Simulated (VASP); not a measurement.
Set up this calculation in VASP 6.6.1, as the native input.

```
Task                   : single point
Functional             : PBE
Potentials or basis    : VASP PAW PBE potentials, release 64 (Ta_pv, H)
Cutoff                 : 500 eV
k mesh                 : 9 × 9 × 4
Occupations            : gaussian, width 0.2 eV
Spin                   : no spin polarisation
Dipole correction      : no
Further INCAR settings : ALGO = Normal; EDIFF = 1e-06; NBANDS = 13
```

The structure of TaH lies in POSCAR:

```
TaH
1.0
    2.8487779664     -0.0000000032      0.0000000000
   -1.4243889804      2.4671140902      0.0000000000
    0.0000000000      0.0000000000      3.7158764365
Ta H
1 1
Direct
    0.0000000000      0.0000000000      0.0000000000
    0.0000000000      0.0000000000      0.5000000000
```

One way to write it, as run:

INCAR

```
SYSTEM = TaH
PREC = Accurate ; ENCUT = 500
EDIFF = 1E-6 ; ISMEAR = 0
SIGMA = 0.2 ; LREAL = .FALSE.
LASPH = .TRUE. ; NELM = 120
ALGO = Normal ; ISIF = 2
LWAVE = .FALSE. ; LCHARG = .FALSE.
GGA = PE ; NBANDS = 13
GGA_COMPAT = .FALSE.
```

KPOINTS

```
Automatic mesh
0
G
  9 9 4
  0 0 0
```

Potentials or basis: VASP PAW PBE potentials, release 64 (Ta_pv, H).

Launch:

```bash
$ cat potpaw_PBE.64/Ta_pv/POTCAR potpaw_PBE.64/H/POTCAR > POTCAR
$ mpirun -np 1 vasp_std > vasp.out
```

It gave:

The pressure is 0.4 GPa and the band gap on the k mesh is zero (band 6 reaches 4.37 eV, above the bottom of band 7 at 2.87 eV).

Caveat: the k points lie up to 0.42 Å⁻¹ apart; spin-orbit coupling is left out, which moves the levels of the heavy elements.

Wall time 5.4 s on 1 thread of Intel(R) Xeon(R) 6975P-C (Granite Rapids), with other jobs on the host, peak memory 0.15 GiB.
